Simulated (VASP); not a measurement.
Runs of VASP 6.6.1 on TaO. The structure is that of space group P6/mmm (No. 191), or close to it. The cells are those of the table. 

```csv
level,cell,k mesh,cutoff (eV),grid for exact exchange (PRECFOCK),share of exact exchange,gap on the mesh (eV),pressure (GPa)
PBE-based global hybrid,"a = 3.066, b = 3.066, c = 3.855 Å, angles 90.0, 90.0, 120.0°, 2 atoms",6 × 6 × 4,520,Normal,0.25,none,-6.9
PBE,"a = 3.004, b = 3.004, c = 3.776 Å, angles 90.0, 90.0, 120.0°, 2 atoms",10 × 10 × 7,600,-,-,none,13.7
PBE-based global hybrid,"a = 3.066, b = 3.066, c = 3.855 Å, angles 90.0, 90.0, 120.0°, 2 atoms",6 × 6 × 4,520,Normal,0.35,none,-9.1
PBE-based global hybrid,"a = 3.066, b = 3.066, c = 3.855 Å, angles 90.0, 90.0, 120.0°, 2 atoms",6 × 6 × 4,520,Normal,0.1,none,(a)
```

Alike in all rows: task single point; potentials or basis VASP PAW PBE potentials, release 64 (Ta_pv, O); no spin polarisation; smearing fermi-dirac 0.05 eV.

Fill in the values left out.

(a) -3.4.

Caveats: some runs use coarse meshes; spin-orbit coupling is left out, which moves the levels of the heavy elements; an odd number of electrons without spin polarisation forces a metal; a magnetic or distorted state may lie lower; the PAW data sets were made with another functional, which shifts forces and pressure a little (some runs).

A k mesh can miss the band edges, and the runs leave out spin-orbit coupling on Ta.

A gap of «none» marks levels without a gap at the run's occupations.
